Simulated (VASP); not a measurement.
# TiSi4Mo (Cmmm) in VASP: single point with PBE

Aim: the single point of TiSi4Mo with PBE.

Everything below comes from runs of VASP 6.6.1. Logs are shortened: lines on timing, memory, paths and dates and some standing lists are left out, and cuts for length are marked.

**1. The cell of the first run**

It takes space group Cmmm (No. 65, orthorhombic). Conventional cell: a = 4.574 Å, b = 8.022 Å, c = 4.543 Å, α = 90.00°, β = 90.00°, γ = 90.00°. Within 3.5 Å of Ti (site symmetry mmm) lie 10 Si at 2.63 to 2.66 Å and 4 Mo at 3.22 Å. Si (site symmetry m2m) has 9 Si at 2.62 to 3.22 Å and 2 Mo at 2.65 Å and 3 Ti at 2.65 to 2.66 Å within 3.5 Å. Si (site symmetry m2m) has 9 Si at 2.63 to 3.22 Å and 2 Ti at 2.63 Å and 3 Mo at 2.64 to 2.68 Å within 3.5 Å. Mo (site symmetry mmm) has 10 Si at 2.64 to 2.68 Å and 4 Ti at 3.22 Å within 3.5 Å.

**2. Single point, PBE**

INCAR reads:

```
PREC = Accurate ; ENCUT = 520
EDIFF = 1E-6 ; ISMEAR = 0
SIGMA = 0.1 ; LREAL = False
LASPH = True ; NELM = 60
ALGO = Normal ; ISIF = 2
LWAVE = False ; LCHARG = False
GGA = PE ; NBANDS = 30
```

KPOINTS reads:

```
Automatic mesh
0
Gamma
  10 10 8
```

POSCAR reads:

```
TiSi4Mo
1.0
    2.2868842783     -4.0108779817      0.0000000000
    2.2868842783      4.0108779817      0.0000000000
    0.0000000000      0.0000000000      4.5431848462
Ti Si Mo
1 4 1
Direct
    0.0000000000      0.0000000000      0.0000000000
    0.3302316939      0.6697683061      0.0000000000
    0.8346695411      0.1653304589      0.5000000000
    0.6697683061      0.3302316939      0.0000000000
    0.1653304589      0.8346695411      0.5000000000
    0.5000000000      0.5000000000      0.5000000000
```

Potentials or basis: VASP PAW PBE potentials, release 64 (Ti_sv, Si, Mo_sv).

On the command line:

```sh
> cat potpaw_PBE.64/Ti_sv/POTCAR potpaw_PBE.64/Si/POTCAR potpaw_PBE.64/Mo_sv/POTCAR > POTCAR
> mpirun -np 1 vasp_std > vasp.out
```

OUTCAR:

```text
PREC = Accurate
   ENCUT = 520
   EDIFF = 1E-6
   ISMEAR = 0
   LREAL = False
   LASPH = True
   NELM = 60
   ISIF = 2
   GGA = PE

 ion  position               nearest neighbor table
   1  0.000  0.000  0.000-   3 2.63   5 2.63   3 2.63   5 2.63   4 2.65   2 2.65   4 2.66   2 2.66
                             4 2.66   2 2.66
   2  0.330  0.670  0.000-   4 2.62   4 2.62   5 2.63   5 2.63   6 2.65   6 2.65   1 2.65   1 2.66
                             1 2.66   4 2.72
   3  0.835  0.165  0.500-   4 2.63   4 2.63   1 2.63   1 2.63   6 2.64   6 2.64   5 2.65   5 2.66
                             5 2.66   6 2.68
   4  0.670  0.330  0.000-   2 2.62   2 2.62   3 2.63   3 2.63   6 2.65   6 2.65   1 2.65   1 2.66
                             1 2.66   2 2.72
   5  0.165  0.835  0.500-   2 2.63   2 2.63   1 2.63   1 2.63   6 2.64   6 2.64   3 2.65   3 2.66
                             3 2.66   6 2.68
   6  0.500  0.500  0.500-   5 2.64   3 2.64   5 2.64   3 2.64   2 2.65   4 2.65   2 2.65   4 2.65
                             3 2.68   5 2.68

  LATTYP: Found a base centered orthorhombic cell.
 ALAT       =     4.5737685566
 B/A-ratio  =     1.7538613649
 C/A-ratio  =     0.9933132361

  Lattice vectors:

 A1 = (   2.2868842783,  -4.0108779817,   0.0000000000)
 A2 = (   2.2868842783,   4.0108779817,   0.0000000000)
 A3 = (   0.0000000000,   0.0000000000,   4.5431848462)

Analysis of symmetry for initial positions (statically):
=====================================================================
 Subroutine PRICEL returns:
 Original cell was already a primitive cell.

 Routine SETGRP: Setting up the symmetry group for a
 base centered orthorhombic supercell.

 Subroutine GETGRP returns: Found  8 space group operations
 (whereof  8 operations were pure point group operations)
 out of a pool of  8 trial point group operations.

The static configuration has the point symmetry D_2h.

Analysis of symmetry for dynamics (positions and initial velocities):
=====================================================================
 Subroutine PRICEL returns:
 Original cell was already a primitive cell.

 Routine SETGRP: Setting up the symmetry group for a
 base centered orthorhombic supercell.

 Subroutine GETGRP returns: Found  8 space group operations
 (whereof  8 operations were pure point group operations)
 out of a pool of  8 trial point group operations.

The dynamic configuration has the point symmetry D_2h.

 Subroutine INISYM returns: Found  8 space group operations
 (whereof  8 operations are pure point group operations),
 and found     1 'primitive' translations

----------------------------------------------------------------------------------------

                                     Primitive cell

  volume of cell :      83.3439

  direct lattice vectors                    reciprocal lattice vectors
     2.286884278 -4.010877982  0.000000000     0.218638085 -0.124660985  0.000000000
     2.286884278  4.010877982  0.000000000     0.218638085  0.124660985  0.000000000
     0.000000000  0.000000000  4.543184846     0.000000000  0.000000000  0.220109908

  length of vectors
     4.617031718  4.617031718  4.543184846     0.251680300  0.251680300  0.220109908

  position of ions in fractional coordinates (direct lattice)
     0.000000000  0.000000000  0.000000000
     0.330231694  0.669768306  0.000000000
     0.834669541  0.165330459  0.500000000
     0.669768306  0.330231694  0.000000000
     0.165330459  0.834669541  0.500000000
     0.500000000  0.500000000  0.500000000

  ion indices of the primitive-cell ions
   primitive index   ion index
                 1           1
                 2           2
                 3           3
                 4           4
                 5           5
                 6           6

----------------------------------------------------------------------------------------

 KPOINTS: Automatic mesh

Automatic generation of k-mesh.
 Grid dimensions read from file:
 generate k-points for:   10   10    8

 Generating k-lattice:

  Cartesian coordinates                     Fractional coordinates (reciprocal lattice)
     0.021863809 -0.012466099  0.000000000     0.100000000  0.000000000  0.000000000
     0.021863809  0.012466099  0.000000000     0.000000000  0.100000000  0.000000000
     0.000000000  0.000000000  0.027513739     0.000000000  0.000000000  0.125000000

  Length of vectors
     0.025168030  0.025168030  0.027513739

  Shift w.r.t. Gamma in fractional coordinates (k-lattice)
     0.000000000  0.000000000  0.000000000

 Subroutine IBZKPT returns following result:
 ===========================================

 Found    155 irreducible k-points:

 Following reciprocal coordinates:
            Coordinates               Weight
  0.000000  0.000000  0.000000      1.000000
  0.100000 -0.000000  0.000000      4.000000
  0.200000 -0.000000  0.000000      4.000000
  0.300000  0.000000  0.000000      4.000000
  0.400000 -0.000000  0.000000      4.000000
  0.500000 -0.000000  0.000000      2.000000
[... 16 lines left out ...]
  0.300000  0.300000  0.000000      2.000000
  0.400000  0.300000  0.000000      4.000000
 [... further k-points ...]
   k-points           NKPTS =    155   k-points in BZ     NKDIM =    155   number of bands    NBANDS=     30
   number of dos      NEDOS =    301   number of ions     NIONS =      6
   total plane-waves  NPLWV =  46656
   dimension x,y,z NGX =    36 NGY =   36 NGZ =   36
   dimension x,y,z NGXF=    72 NGYF=   72 NGZF=   72
   ions per type =               1   4   1
   NGX,Y,Z   is equivalent  to a cutoff of  12.96, 12.96, 13.17 a.u.
   NGXF,Y,Z  is equivalent  to a cutoff of  25.93, 25.93, 26.35 a.u.
 SYSTEM =  unknown system
   PREC   = accura    normal or accurate (medium, high low for compatibility)
   ISTART =      0    job   : 0-new  1-cont  2-samecut
   ICHARG =      2    charge: 1-file 2-atom 10-const
   ISPIN  =      1    spin polarized calculation?
   LNONCOLLINEAR =      F non collinear calculations
   LSORBIT =      F    spin-orbit coupling
   LASPH  =      T    aspherical Exc in radial PAW
   ENCUT  =  520.0 eV  38.22 Ry    6.18 a.u.   8.58  8.58  8.45*2*pi/ulx,y,z
   NELM   =     60;   NELMIN=  2; NELMDL= -5     # of ELM steps
   EDIFF  = 0.1E-05   stopping-criterion for ELM
   LREAL  =      F    real-space projection
   EDIFFG = 0.1E-04   stopping-criterion for IOM
   NSW    =      0    number of steps for IOM
   IBRION =     -1    ionic relax: 0-MD 1-quasi-New 2-CG
   NFREE  =      0    steps in history (QN), initial steepest desc. (CG)
   ISIF   =      2    stress and relaxation
   ISYM   =      2    0-nonsym 1-usesym 2-fastsym
   POTIM  = 0.5000    time-step for ionic-motion
   TEBEG  =    0.0;   TEEND  =   0.0 temperature during run
   PSTRESS=    0.0 pullay stress
   NELECT =      42.0000    total number of electrons
   NUPDOWN=      -1.0000    fix difference up-down
   EMIN   =  10.00;   EMAX   =-10.00  energy-range for DOS
   EFERMI =   0.00;   METHOD = LEGACY
   ISMEAR =     0;   SIGMA  =   0.10  broadening in eV -4-tet -1-fermi 0-gaus
   EFERMI_NEDOS =   21; number of points for ismear=-14 and -15
   IALGO  =     38    algorithm
   IMIX   =      4    mixing-type and parameters
     AMIX     =   0.40;   BMIX     =  1.00
     AMIX_MAG =   1.60;   BMIX_MAG =  1.00
  volume/ion in A,a.u.               =      13.89        93.74
  Fermi-wavevector in a.u.,A,eV,Ry     =   1.302766  2.461872 23.091815  1.697201
  Thomas-Fermi vector in A             =   2.433813
   LORBIT       =      0    0 simple, 1 ext, 2 COOP (PROOUT), +10 PAW based schemes
   GGA     = PE    functional components
   LHFCALC =     F    Hartree Fock is set to
   AEXX    =    0.0000 exact exchange contribution
   IVDW    =     0    specifies the selected vdW correction
   LEPSILON=     F    determine dielectric tensor
   LRPA    =     F    only Hartree local field effects (RPA)
 non-spin polarized calculation
 Gauss-broadening in eV      SIGMA  =   0.10
  energy-cutoff  :      520.00
  volume of cell :       83.34
 maximum number of plane-waves:      2276
 NGX is ok and might be reduce to    36
   NGX = 17   NGY = 17   NGZ = 17

 number of electron      41.9999998 magnetization

 Free energy of the ion-electron system (eV)
  ---------------------------------------------------
  ext. energy  EPLUGINS =         0.00000000
  ---------------------------------------------------
  free energy    TOTEN  =       -43.10554041 eV

  energy without entropy =      -43.09423072  energy(sigma->0) =      -43.09988556

 E-fermi :  10.6767     XC(G=0): -12.0234

 val. band max:       10.6644801944   @ k =  -0.4000   0.4000   0.3750
 cond. band min:      10.6838143034   @ k =   0.4000   0.3000   0.0000
 fundamental gap:      0.0193341090
 Fermi energy:        10.6767224451

 k-point     1 :       0.0000    0.0000    0.0000
  band No.  band energies     occupation
      1     -49.7840      2.00000
      2     -45.3771      2.00000
      3     -23.9446      2.00000
      4     -23.9184      2.00000
      5     -23.9149      2.00000
      6     -21.7084      2.00000
[... 22 lines left out ...]
     29      14.8479      0.00000
     30      14.8884      0.00000

 k-point     2 :       0.1000   -0.0000    0.0000
  band No.  band energies     occupation
      1     -49.7840      2.00000
      2     -45.3771      2.00000
      3     -23.9449      2.00000
      4     -23.9181      2.00000
      5     -23.9154      2.00000
      6     -21.7087      2.00000
[... 22 lines left out ...]
     29      14.8943      0.00000
     30      14.9924      0.00000

 k-point     3 :       0.2000   -0.0000    0.0000
  band No.  band energies     occupation
      1     -49.7839      2.00000
      2     -45.3771      2.00000
      3     -23.9458      2.00000
      4     -23.9174      2.00000
      5     -23.9166      2.00000
      6     -21.7097      2.00000
[... 682 lines left out ...]
     29      15.0224      0.00000
     30      15.1243      0.00000

 k-point    24 :       0.4000    0.3000    0.0000
  band No.  band energies     occupation
      1     -49.7838      2.00000
      2     -45.3770      2.00000
      3     -23.9510      2.00000
      4     -23.9190      2.00000
      5     -23.9160      2.00000
      6     -21.7140      2.00000
[... 22 lines left out ...]
     29      15.2372      0.00000
     30      16.0729      0.00000

 [... further k-points ...]
[... 5 lines left out ...]
  --------------------------------------------------------------------------------------
  -------------------------------------------------------------------------------------
  Total        0.0181138      0.0330547      0.0384837     -0.0000000      0.0000000      0.0000000
  in kB        0.3482138      0.6354339      0.7397986     -0.0000000      0.0000000      0.0000000
  external PRESSURE =       0.5744821 kB  Pullay stress =       0.0000000 kB

 VOLUME and BASIS-vectors are now :
 -----------------------------------------------------------------------------
  energy-cutoff  :      520.00
  volume of cell :       83.34
      direct lattice vectors                 reciprocal lattice vectors
     2.286884278 -4.010877982  0.000000000     0.218638085 -0.124660985  0.000000000
     2.286884278  4.010877982  0.000000000     0.218638085  0.124660985  0.000000000
     0.000000000  0.000000000  4.543184846     0.000000000  0.000000000  0.220109908

 POSITION                                       TOTAL-FORCE (eV/Angst)
 -----------------------------------------------------------------------------------
      0.00000      0.00000      0.00000         0.000000      0.000000      0.000000
      2.28688      1.36184      0.00000         0.000000     -0.002848      0.000000
      2.28688     -2.68464      2.27159         0.000000     -0.001454      0.000000
      2.28688     -1.36184      0.00000         0.000000      0.002848      0.000000
      2.28688      2.68464      2.27159         0.000000      0.001454     -0.000000
      2.28688      0.00000      2.27159        -0.000000     -0.000000      0.000000
 -----------------------------------------------------------------------------------
    total drift:                                0.000000      0.000000      0.000000

  FREE ENERGIE OF THE ION-ELECTRON SYSTEM (eV)
  ---------------------------------------------------
  free  energy   TOTEN  =       -43.1055404066 eV

  energy  without entropy=      -43.0942307234  energy(sigma->0) =      -43.09988556
```

Wall time 5.7 min (1 thread of Intel Xeon Platinum 8259CL at 2.50GHz (Skylake/Cascade Lake), shared host); peak memory 0.48 GiB.

Results:

```
Free energy            : -43.1055 eV
Pressure               : 0.1 GPa
Band gap on the k mesh : zero (band 21 reaches 11.38 eV, above the bottom of band 22 at 9.93 eV)
```

Forces in eV/Å, atoms in the order of the input:
```
Ti   0.000  0.000  0.000
Si   0.000 -0.003  0.000
Si   0.000 -0.001  0.000
Si   0.000  0.003  0.000
Si   0.000  0.001  0.000
Mo   0.000  0.000  0.000
```

Levels at points of the mesh, in eV from the Fermi level:
```csv
k point,band 18,band 19,band 20,band 21,band 22,band 23,band 24,band 25
"(0.00, 0.00, 0.00)",-1.59,-1.42,-1.00,-0.72,1.57,3.15,3.22,3.32
"(0.50, 0.00, 0.00)",-1.76,-1.67,-1.17,-0.39,-0.22,1.89,2.25,2.66
"(0.50, 0.50, 0.00)",-1.05,-0.67,0.13,0.16,0.54,0.86,1.68,3.14
"(0.00, 0.00, 0.50)",-1.88,-1.46,-1.05,-0.84,-0.75,3.08,3.50,3.67
"(0.50, 0.00, 0.50)",-1.63,-1.10,-0.44,0.70,0.89,2.94,3.13,3.62
"(0.50, 0.50, 0.50)",-1.36,-0.43,0.04,0.04,0.79,0.83,1.86,2.00
```
